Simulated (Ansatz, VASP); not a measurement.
**Au: VASP beside Ansatz**

```
Au
1.0
     2.82003    0.00000    0.00000
    -1.41002    2.51700    0.00000
     0.00000    0.00000   24.60136
Au
5
Direct
  0.33614 0.67227 0.30486
  0.66386 0.32773 0.40243
  0.33614 0.67227 0.50000
  0.66386 0.32773 0.59757
  0.33614 0.67227 0.69514
```

Alike in both runs: task single point; functional PBEsol; k mesh 14 × 14 × 1; occupations gaussian, width 0.1 eV; no spin polarisation.

```csv
,VASP,Ansatz
version,VASP 6.6.1,Ansatz 0.2.0
potentials or method,"VASP PAW PBE potentials, release 64 (Au), cutoff 520 eV","scalar-relativistic, plane waves, PAW"
valence electrons in the cell,55,95
```

Ansatz gave:

| Item | Value |
| --- | --- |
| gap on the k mesh at the Fermi level (eV) | none |
| rms of the force components (eV/Å) | 0.048 |

Task: What did VASP give for the same quantities?

Result: gap on the k mesh at the Fermi level (eV): none; rms of the force components (eV/Å): 0.047.

VASP's potentials were made for PBE, not for PBEsol. Atom by atom the forces differ by 0.003 eV/Å (rms over components). A gap of «none» marks a metal or a gap that the smearing closes. The functional is the same, so the differences come from potentials, cutoffs and numerics. VASP's potentials hold 55 valence electrons a cell and Ansatz's 95, so a difference there can come from the potentials and not from the codes. Ansatz's warnings: xc potential rough in thin density.

Spin-orbit coupling is off throughout.
